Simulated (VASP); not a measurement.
# TiB2 (I4_1/amd) in VASP: single point with PBE

Aim: the single point of TiB2 with PBE.

All numbers are computed with VASP 6.6.1; they aren't measurements. Logs are shortened: lines on timing, memory, paths and dates and some standing lists are left out, and cuts for length are marked.

## 1. The cell of the first run

The structure is tetragonal, space group I4_1/amd (No. 141). Conventional cell: a = 3.111 Å, b = 3.111 Å, c = 10.542 Å, α = 90.00°, β = 90.00°, γ = 90.00°. Within 3.2 Å of Ti (site symmetry -4m2) lie 12 B at 2.35 to 2.37 Å and 8 Ti at 3.06 to 3.11 Å. Within 2.4 Å of B (site symmetry 2mm) lie 3 B at 1.75 to 1.79 Å and 6 Ti at 2.35 to 2.37 Å.

## 2. Single point, PBE

INCAR reads:

```
SYSTEM = TiB2
ALGO = Normal
EDIFF = 1E-7
ENCUT = 520
GGA = PE
ISIF = 2
ISMEAR = 0
LASPH = .True.
LCHARG = .True.
LELF = .True.
LREAL = .False.
LVHAR = .True.
LWAVE = .False.
NBANDS = 27
NELM = 80
PREC = Accurate
SIGMA = 0.1
```

KPOINTS reads:

```
k-points
0
Gamma
  16 16 16
  0 0 0
```

POSCAR reads:

```
TiB2
1.0
   -1.5554695173      1.5554695173      5.2712459593
    1.5554695173     -1.5554695173      5.2712459593
    1.5554695173      1.5554695173     -5.2712459593
Ti B
2 4
Direct
    0.0000000000      0.0000000000      0.0000000000
    0.7500000000      0.2500000000      0.5000000000
    0.4169771597      0.4169771597      0.0000000000
    0.1669771597      0.6669771597      0.5000000000
    0.3330228403      0.8330228403      0.5000000000
    0.5830228403      0.5830228403      0.0000000000
```

Potentials or basis: VASP PAW PBE potentials, release 64 (Ti_sv, B).

Launch:

```
$ cat potpaw_PBE.64/Ti_sv/POTCAR potpaw_PBE.64/B/POTCAR > POTCAR
$ mpirun -np 1 vasp_std > vasp.out
```

OUTCAR:

```text
SYSTEM = TiB2
   EDIFF = 1E-7
   ENCUT = 520
   GGA = PE
   ISIF = 2
   ISMEAR = 0
   LASPH = .True.
   LREAL = .False.
   NELM = 80
   PREC = Accurate

 ion  position               nearest neighbor table
   1  0.000  0.000  0.000-   4 2.35   5 2.35   4 2.35   5 2.35   3 2.37   6 2.37   6 2.37   6 2.37
                             3 2.37   3 2.37   6 2.37   3 2.37
   2  0.750  0.250  0.500-   3 2.35   6 2.35   3 2.35   6 2.35   4 2.37   5 2.37   5 2.37   5 2.37
                             4 2.37   5 2.37   4 2.37   4 2.37
   3  0.417  0.417  0.000-   6 1.75   5 1.79   5 1.79   2 2.35   2 2.35   1 2.37   1 2.37   1 2.37
                             1 2.37
   4  0.167  0.667  0.500-   5 1.75   6 1.79   6 1.79   1 2.35   1 2.35   2 2.37   2 2.37   2 2.37
                             2 2.37
   5  0.333  0.833  0.500-   4 1.75   3 1.79   3 1.79   1 2.35   1 2.35   2 2.37   2 2.37   2 2.37
                             2 2.37
   6  0.583  0.583  0.000-   3 1.75   4 1.79   4 1.79   2 2.35   2 2.35   1 2.37   1 2.37   1 2.37
                             1 2.37

  LATTYP: Found a body centered tetragonal cell.
 ALAT       =     3.1109390346
 C/A-ratio  =     3.3888455548

  Lattice vectors:

 A1 = (  -1.5554695173,   1.5554695173,   5.2712459593)
 A2 = (   1.5554695173,  -1.5554695173,   5.2712459593)
 A3 = (   1.5554695173,   1.5554695173,  -5.2712459593)

Analysis of symmetry for initial positions (statically):
=====================================================================
 Subroutine PRICEL returns:
 Original cell was already a primitive cell.

 Routine SETGRP: Setting up the symmetry group for a
 body centered tetragonal supercell.

 Subroutine GETGRP returns: Found 16 space group operations
 (whereof  8 operations were pure point group operations)
 out of a pool of 16 trial point group operations.

The static configuration has the point symmetry D_2d.
 The point group associated with its full space group is D_4h.

Analysis of symmetry for dynamics (positions and initial velocities):
=====================================================================
 Subroutine PRICEL returns:
 Original cell was already a primitive cell.

 Routine SETGRP: Setting up the symmetry group for a
 body centered tetragonal supercell.

 Subroutine GETGRP returns: Found 16 space group operations
 (whereof  8 operations were pure point group operations)
 out of a pool of 16 trial point group operations.

The dynamic configuration has the point symmetry D_2d.
 The point group associated with its full space group is D_4h.

 Subroutine INISYM returns: Found 16 space group operations
 (whereof  8 operations are pure point group operations),
 and found     1 'primitive' translations
[... 103 lines left out ...]
   EDIFF  = 0.1E-06   stopping-criterion for ELM
   LREAL  =      F    real-space projection
   EDIFFG = 0.1E-05   stopping-criterion for IOM
   NSW    =      0    number of steps for IOM
   IBRION =     -1    ionic relax: 0-MD 1-quasi-New 2-CG
   NFREE  =      0    steps in history (QN), initial steepest desc. (CG)
   ISIF   =      2    stress and relaxation
   ISYM   =      2    0-nonsym 1-usesym 2-fastsym
   POTIM  = 0.5000    time-step for ionic-motion
   TEBEG  =    0.0;   TEEND  =   0.0 temperature during run
   PSTRESS=    0.0 pullay stress
   NELECT =      36.0000    total number of electrons
   NUPDOWN=      -1.0000    fix difference up-down
   EMIN   =  10.00;   EMAX   =-10.00  energy-range for DOS
   EFERMI =   0.00;   METHOD = LEGACY
   ISMEAR =     0;   SIGMA  =   0.10  broadening in eV -4-tet -1-fermi 0-gaus
   EFERMI_NEDOS =   21; number of points for ismear=-14 and -15
   IALGO  =     38    algorithm
   IMIX   =      4    mixing-type and parameters
     AMIX     =   0.40;   BMIX     =  1.00
     AMIX_MAG =   1.60;   BMIX_MAG =  1.00
  volume/ion in A,a.u.               =       8.50        57.38
  Fermi-wavevector in a.u.,A,eV,Ry     =   1.457506  2.754286 28.903164  2.124323
  Thomas-Fermi vector in A             =   2.574299
   LORBIT       =      0    0 simple, 1 ext, 2 COOP (PROOUT), +10 PAW based schemes
   GGA     = PE    functional components
   LHFCALC =     F    Hartree Fock is set to
   AEXX    =    0.0000 exact exchange contribution
   IVDW    =     0    specifies the selected vdW correction
   LEPSILON=     F    determine dielectric tensor
   LRPA    =     F    only Hartree local field effects (RPA)
 non-spin polarized calculation
 Gauss-broadening in eV      SIGMA  =   0.10
  energy-cutoff  :      520.00
  volume of cell :       51.01
 maximum number of plane-waves:      1395
   NGX = 21   NGY = 21   NGZ = 21

 number of electron      35.9999999 magnetization

 Free energy of the ion-electron system (eV)
  ---------------------------------------------------
  ext. energy  EPLUGINS =         0.00000000
  ---------------------------------------------------
  free energy    TOTEN  =       -48.73604858 eV

  energy without entropy =      -48.73416393  energy(sigma->0) =      -48.73510626

 E-fermi :   9.9991     XC(G=0): -12.8093

 val. band max:        9.9571254026   @ k =  -0.1250   0.4375   0.1250
 cond. band min:      10.0053568213   @ k =  -0.2500   0.2500   0.2500
 fundamental gap:      0.0482314187
 Fermi energy:         9.9990640273

 k-point     1 :       0.0000    0.0000    0.0000
  band No.  band energies     occupation
      1     -46.8163      2.00000
      2     -46.7669      2.00000
      3     -23.2650      2.00000
      4     -23.0281      2.00000
      5     -23.0281      2.00000
      6     -23.0132      2.00000
[... 709 lines left out ...]
     26      14.1228      0.00000
     27      16.1640      0.00000

 [... further k-points ...]
[... 5 lines left out ...]
  --------------------------------------------------------------------------------------
  -------------------------------------------------------------------------------------
  Total        0.0549254      0.0549254      0.0496240      0.0000000     -0.0000000      0.0000000
  in kB        1.7249951      1.7249951      1.5584984      0.0000000     -0.0000000      0.0000000
  external PRESSURE =       1.6694962 kB  Pullay stress =       0.0000000 kB

 VOLUME and BASIS-vectors are now :
 -----------------------------------------------------------------------------
  energy-cutoff  :      520.00
  volume of cell :       51.01
      direct lattice vectors                 reciprocal lattice vectors
    -1.555469517  1.555469517  5.271245959     0.000000000  0.321446351  0.094854234
     1.555469517 -1.555469517  5.271245959     0.321446351  0.000000000  0.094854234
     1.555469517  1.555469517 -5.271245959     0.321446351  0.321446351  0.000000000

 POSITION                                       TOTAL-FORCE (eV/Angst)
 -----------------------------------------------------------------------------------
      0.00000      0.00000      0.00000        -0.000000     -0.000000      0.000000
     -0.00000      1.55547      2.63562        -0.000000     -0.000000      0.000000
      0.00000      0.00000      4.39598        -0.000000     -0.000000     -0.001503
      1.55547      0.00000      1.76036         0.000000      0.000000     -0.001503
      1.55547      0.00000      3.51089         0.000000      0.000000      0.001503
      0.00000      0.00000      6.14651        -0.000000     -0.000000      0.001503
 -----------------------------------------------------------------------------------
    total drift:                               -0.000000     -0.000000      0.000000

  FREE ENERGIE OF THE ION-ELECTRON SYSTEM (eV)
  ---------------------------------------------------
  free  energy   TOTEN  =       -48.7360485845 eV

  energy  without entropy=      -48.7341639274  energy(sigma->0) =      -48.73510626
```

Run time: 33 min. Hardware: 1 thread of Intel Xeon 8259CL, shared host; peak memory 0.55 GiB.

Results:

| Item | Value |
| --- | --- |
| Free energy | -48.7360 eV |
| Pressure | 0.2 GPa |
| Band gap on the k mesh | zero (bands 18 and 19 overlap by 0.11 eV) |

Levels at points of the mesh, in eV from the Fermi level:
```
           k point  band 14  band 15  band 16  band 17  band 18  band 19  band 20  band 21  band 22  band 23
(0.00, 0.00, 0.00)    -2.64    -2.21    -2.21    -2.13    -1.47     1.46     2.00     2.20     2.47     2.47
(0.50, 0.00, 0.00)    -4.23    -4.07    -1.87    -1.02    -0.93     0.59     0.81     1.58     2.58     2.84
(0.50, 0.50, 0.00)    -4.89    -3.97    -3.97    -3.03    -3.03     2.87     2.87     2.93     2.93     4.47
(0.50, 0.50, 0.50)    -3.15    -2.33    -2.33    -2.16    -2.16     1.72     1.72     2.29     2.29     3.35
```

The gap in the log of VASP goes by the Fermi energy; the results here count the filled bands.